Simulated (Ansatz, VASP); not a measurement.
Two plane-wave programs on Sn3TeW

```xyz
5
Lattice="4.8698 0.0000 0.0000 -2.4349 4.2173 0.0000 0.0000 0.0000 6.7560" Properties=species:S:1:pos:R:3 pbc="T T T"
Sn    2.4349    0.0000    0.0000
Sn   -1.2174    2.1087    0.0000
Sn    1.2174    2.1087    0.0000
Te    0.0000    0.0000    0.0000
W     0.0000    0.0000    3.3780
```

Alike in both runs: task relaxation of cell and atoms; functional PBE; k mesh 6 × 6 × 4; occupations gaussian, width 0.1 eV; no spin polarisation.

|  | VASP | Ansatz |
| --- | --- | --- |
| version | VASP 6.6.1 | Ansatz 0.2.0 |
| potentials or method | VASP PAW PBE potentials, release 64 (Sn_d, Te, W_sv), cutoff 600 eV | scalar-relativistic, plane waves, PAW |
| valence electrons in the cell | 62 | 72 |

Ansatz gave:

- gap on the k mesh at the Fermi level, each at its own relaxed structure (eV): none
- relaxed volume (Å³/atom): 36.02
- relaxed cell length with the largest relative difference (Å): 6.456

**Question.** What did VASP give for the same quantities?

**Answer.** gap on the k mesh at the Fermi level, each at its own relaxed structure (eV): none; relaxed volume (Å³/atom): 35.91; relaxed cell length with the largest relative difference (Å): 6.445.

A gap of «none» marks a metal or a gap that the smearing closes. VASP's potentials hold 62 valence electrons a cell and Ansatz's 72, so a difference there can come from the potentials and not from the codes.

Spin-orbit coupling is off throughout. Noted on VASP's run: the volume moved by over 15 % at a fixed basis, so the end points are rough.
